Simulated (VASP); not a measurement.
Write the native input for VASP 6.6.1 that does the following.

| Quantity | Value |
| --- | --- |
| Task | single point |
| Functional | PBE |
| Potentials or basis | VASP PAW PBE potentials, release 64 (Ru_pv) |
| Cutoff | 520 eV |
| k mesh | 18 × 18 × 10 |
| Occupations | gaussian, width 0.15 eV |
| Spin | no spin polarisation |
| Dipole correction | no |
| Further INCAR settings | ALGO = Fast; EDIFF = 1e-06; NBANDS = 21 |

The structure of Ru lies in POSCAR:

```
Ru
1.0
    2.6563000000      0.0000000000      0.0000000000
   -1.3281500000      2.3004232801      0.0000000000
    0.0000000000      0.0000000000      4.4685000000
Ru
2
Direct
    0.3333333333      0.6666666667      0.2500000000
    0.6666666667      0.3333333333      0.7500000000
```

The input as run:

INCAR

```
SYSTEM = Ru
PREC = Accurate ; ENCUT = 520
EDIFF = 1E-6 ; ISMEAR = 0
SIGMA = 0.15 ; LREAL = .False.
LASPH = .True. ; NELM = 60
ALGO = Fast ; ISIF = 2
LWAVE = .False. ; LCHARG = .False.
GGA = PE ; NBANDS = 21
```

KPOINTS

```
Automatic mesh
0
Gamma
  18 18 10
  0 0 0
```

Potentials or basis: VASP PAW PBE potentials, release 64 (Ru_pv).

The run is started by

```bash
$ cat potpaw_PBE.64/Ru_pv/POTCAR > POTCAR
$ mpirun -np 1 vasp_std > vasp.out
```

It gave:

```yaml
Pressure: 3.2 GPa
Band_gap_on_the_k_mesh: zero (bands 14 and 15 overlap by 2.95 eV)
```

Caveat: the cell stands under pressure.

It took 71 s on 1 thread of Intel(R) Xeon(R) Platinum 8488C (Sapphire Rapids) (shared host), peak memory 0.21 GiB.
